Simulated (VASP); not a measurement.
# CuI: single point with r2SCAN

Crystal: CuI.

```xyz
2
Lattice="3.0268 3.0268 0.0000 -3.0268 3.0268 0.0000 0.0000 3.0268 2.9918" Properties=species:S:1:pos:R:3 pbc="T T T"
Cu    1.5134    4.5401    1.4959
I     0.0000    0.0000    0.0000
```

This cell differs from its parent crystal: in-plane strain +0.005, then relaxed in part.

```json
{
 "Program": "VASP 6.6.1",
 "Task": "single point",
 "Functional": "r2SCAN",
 "Potentials or basis": "VASP PAW PBE potentials, release 64 (Cu, I)",
 "Cutoff": "520 eV",
 "k mesh": "6 × 6 × 6",
 "Occupations": "gaussian, width 0.01 eV",
 "Spin": "no spin polarisation",
 "Dipole correction": "no",
 "Further INCAR settings": "ALGO = Normal; EDIFF = 1e-06; NBANDS = 16"
}
```

| Item | Value |
| --- | --- |
| Pressure | -0.2 GPa |
| Band gap on the k mesh | 1.65 eV |

Stress tensor (GPa, compression positive):
```
-0.24  0.00  0.00
 0.00 -0.24  0.00
 0.00  0.00 -0.04
```

Levels at points of the mesh, in eV from the valence-band top:
| k point | band 6 | band 7 | band 8 | band 9 | band 10 | band 11 | band 12 | band 13 |
| --- | --- | --- | --- | --- | --- | --- | --- | --- |
| (0.00, 0.00, 0.00) | -1.91 | -0.02 | -0.02 | 0.00 | 1.65 | 5.21 | 5.21 | 5.22 |
| (0.50, 0.00, 0.00) | -1.89 | -1.85 | -0.76 | -0.74 | 2.55 | 5.68 | 5.77 | 7.74 |
| (0.50, 0.50, 0.00) | -1.84 | -1.82 | -1.58 | -1.56 | 2.91 | 3.19 | 9.87 | 10.44 |
| (0.00, 0.00, 0.50) | -1.83 | -1.82 | -1.57 | -1.57 | 2.86 | 3.10 | 9.97 | 10.47 |

Wall time 82 s on 1 thread of AMD EPYC 9R45 96-Core Processor (Zen 5), with other jobs on the host, peak memory 0.17 GiB.

Caveat: the cell differs from its parent crystal (in-plane strain +0.005, then relaxed in part); the PAW data sets were made with another functional, which shifts forces and pressure a little; spin-orbit coupling is left out, which moves the levels of the heavy elements.
